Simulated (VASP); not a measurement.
The system is SiSn2.

```
CELL_PARAMETERS angstrom
2.70967 1.56443 2.86413
-2.70967 1.56443 2.86413
0.00000 -3.12885 2.86413
ATOMIC_POSITIONS crystal
Si 0.00000 0.00000 0.00000
Sn 0.31556 0.31556 0.31556
Sn 0.68444 0.68444 0.68444
```

The cell was built from a structure type or drawn by symmetry, and may not be a known phase.

| Quantity | Value |
| --- | --- |
| Program | VASP 6.6.1 |
| Task | relaxation of cell and atoms |
| Functional | PBE |
| Potentials or basis | VASP PAW PBE potentials, release 64 (Si, Sn_d) |
| Cutoff | 600 eV |
| k mesh | 12 × 12 × 12 |
| Occupations | gaussian, width 0.1 eV |
| Spin | no spin polarisation |

At the start: pressure -0.3 GPa; volume 24.28 Å³/atom.

Question: Where does the relaxation end?

Answer: Over 5 steps the energy falls by 2.9 meV/atom and the volume is 24.10 Å³/atom (-0.8 %); space group R-3m (No. 166, to 0.1 Å) before and after.

Step by step:
| step | energy change (eV) | largest force (eV/Å) | pressure (GPa) | volume (Å³) |
| --- | --- | --- | --- | --- |
| 1 | 0.0000 | 0.1090 | -0.31 | 72.85 |
| 2 | -0.0085 | 0.0261 | 0.01 | 72.34 |
| 3 | -0.0085 | 0.0294 | -0.01 | 72.36 |
| 4 | -0.0085 | 0.0227 | -0.03 | 72.34 |
| 5 | -0.0087 | 0.0076 | -0.01 | 72.30 |

Final structure:
```cif
data_structure
_symmetry_space_group_name_H-M 'P 1'
_symmetry_Int_Tables_number 1
_cell_length_a 4.2406
_cell_length_b 4.2406
_cell_length_c 4.2406
_cell_angle_alpha 78.638
_cell_angle_beta 78.638
_cell_angle_gamma 78.638
_cell_volume 72.30
loop_
_atom_site_label
_atom_site_type_symbol
_atom_site_fract_x
_atom_site_fract_y
_atom_site_fract_z
_atom_site_occupancy
Si1 Si 0.00000 0.00000 0.00000 1
Sn1 Sn 0.31681 0.31681 0.31681 1
Sn2 Sn 0.68319 0.68319 0.68319 1
```
